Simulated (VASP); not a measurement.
Set up this calculation in VASP 6.6.1, as the native input.

```yaml
Task: single point
Functional: PBE
Potentials_or_basis: VASP PAW PBE potentials, release 64 (Mn_pv, Hg)
Cutoff: 520 eV
k_mesh: 16 × 16 × 16
Occupations: gaussian, width 0.1 eV
Spin: collinear spin, ferromagnetic start
Starting_moments: "[4.25, 0.0] μB"
Dipole_correction: no
Further_INCAR_settings: ALGO = Fast; EDIFF = 1e-06; NBANDS = 24
```

The structure of MnHg lies in POSCAR:

```
MnHg
1.0
    3.3222547141      0.0000000000      0.0000000000
    0.0000000000      3.3222547141      0.0000000000
    0.0000000000      0.0000000000      3.3222547141
Mn Hg
1 1
Direct
    0.5000000000      0.5000000000      0.5000000000
    0.0000000000      0.0000000000      0.0000000000
```

The input as run:

INCAR

```
SYSTEM = MnHg
ALGO = Fast
EDIFF = 1E-6
ENCUT = 520
GGA = PE
ISIF = 2
ISMEAR = 0
ISPIN = 2
LASPH = .TRUE.
LCHARG = .FALSE.
LMAXMIX = 4
LORBIT = 11
LREAL = .FALSE.
LWAVE = .FALSE.
MAGMOM = 4.25 0
NBANDS = 24
NELM = 150
PREC = Accurate
SIGMA = 0.1
```

KPOINTS

```
k-points
0
G
  16 16 16
  0 0 0
```

Potentials or basis: VASP PAW PBE potentials, release 64 (Mn_pv, Hg).

Run with:

```console
$ cat potpaw_PBE.64/Mn_pv/POTCAR potpaw_PBE.64/Hg/POTCAR > POTCAR
$ mpirun -np 1 vasp_std > vasp.out
```

It gave:

| Item | Value |
| --- | --- |
| Pressure | 0.4 GPa |
| Net moment | 3.93 μB per cell |
| Site moments | Mn +3.84; Hg -0.06 μB |
| Valence electrons inside the program's atomic spheres | Mn 11.39; Hg 10.59 |

It took 5.9 min on 1 thread of AMD EPYC 7R43 64-Core Processor (Zen 3) (shared host), peak memory 0.3 GiB.
